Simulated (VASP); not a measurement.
Set up this calculation in VASP 6.6.1, as the native input.

```yaml
Task: single point
Functional: PBE
Potentials_or_basis: VASP PAW PBE potentials, release 64 (Ti_sv, P, W_sv)
Cutoff: 400 eV
k_mesh: 1 × 1 × 1, shifted
Occupations: fermi-dirac, width 0.05 eV
Spin: no spin polarisation
Dipole_correction: no
Further_INCAR_settings: LREAL = Auto; ALGO = Normal; EDIFF = 1e-06; NBANDS = 88; ISYM = -1
```

The structure of TiP4W3 lies in POSCAR:

```
TiP4W3
1.0
    6.4402430000     -0.2009890000      0.1779060000
   -0.2009890000      6.6150230000      0.0195660000
    0.1779060000      0.0195660000      6.4856700000
Ti P W
2 8 6
Direct
    0.8313216515      0.0366477020      0.6287496652
    0.9300315074     -0.0239014200      0.1348024907
    0.2369094522      0.3125499102      0.1509429304
    0.1264676251      0.9090826726      0.4586432148
    0.6071573699      0.8107711600      0.4118921426
    0.5793749206     -0.0459086680      1.0119534257
    0.6922955641      0.5906136831      0.1164108748
    0.7934314280      0.2787853651      0.3273222464
    0.5625792310      0.2967501015      0.7296580873
    0.2332466031      0.6587634539      0.7737198569
    0.2361247798      0.6993511903      0.1525745959
    0.4894980140      0.4570011480      0.3998574830
    0.6022003210      0.6750106963      0.7776428172
    0.9403576555      0.5563618086      0.5526109031
    0.2799919434      0.0294142039      0.8525332364
    0.9467500516      0.4337028705      0.9344210629
```

One way to write it, as run:

INCAR

```
  ALGO = Normal
  EDIFF = 1E-6
  ENCUT = 400
  GGA = PE
  GGA_COMPAT = F
  ISIF = 2
  ISMEAR = -1
  ISYM = -1
  LASPH = T
  LCHARG = F
  LREAL = Auto
  LWAVE = F
  NBANDS = 88
  NELM = 120
  PREC = Accurate
  SIGMA = 0.05
```

KPOINTS

```
explicit points
1
Reciprocal
  0.25000000   0.25000000   0.25000000 1
```

Potentials or basis: VASP PAW PBE potentials, release 64 (Ti_sv, P, W_sv).

The run is started by

```bash
$ cat potpaw_PBE.64/Ti_sv/POTCAR potpaw_PBE.64/P/POTCAR potpaw_PBE.64/W_sv/POTCAR > POTCAR
$ mpirun -np 1 vasp_std > vasp.out
```

Results of the run:

| Item | Value |
| --- | --- |
| Pressure | -7.4 GPa |
| Largest force | 1.769 eV/Å |

Caveat: the atoms stand as in a frame of molecular dynamics.

Wall time 100 s on 1 thread of Intel Xeon 8259CL (shared host), peak memory 0.27 GiB.
